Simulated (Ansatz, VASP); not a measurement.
**C: VASP beside Ansatz**

```
CELL_PARAMETERS angstrom
0.00000 1.77140 1.77140
1.77140 0.00000 1.77140
1.77140 1.77140 0.00000
ATOMIC_POSITIONS crystal
C 0.75000 0.75000 0.75000
C 0.50000 0.50000 0.50000
```

Alike in both runs: task single point; functional PBEsol; dispersion D4; k mesh 13 × 13 × 13; occupations fermi-dirac, width 0.05 eV; no spin polarisation.

|  | VASP | Ansatz |
| --- | --- | --- |
| version | VASP 6.6.1 | Ansatz 0.2.0 |
| potentials or method | VASP PAW PBE potentials, release 64 (C_h) | Ansatz PAW |
| plane-wave cutoff (eV) | 910 | 420 |
| valence electrons in the cell | 8 | 8 |

```csv
,VASP,Ansatz,Ansatz less VASP
gap on the k mesh at the Fermi level (eV),4.06,4.06,+0.003
least direct gap on the mesh (eV),5.60,5.60,-0.004
```

VASP's potentials were made for PBE, not for PBEsol.

Noted on VASP's run: the cutoff is short for stress, so the pressure is rough. Noted on Ansatz's run: Pulay correction over one GPa; odd divisions of the mesh miss points on the zone boundary, where band edges often lie, so the gap on the mesh can be too wide.
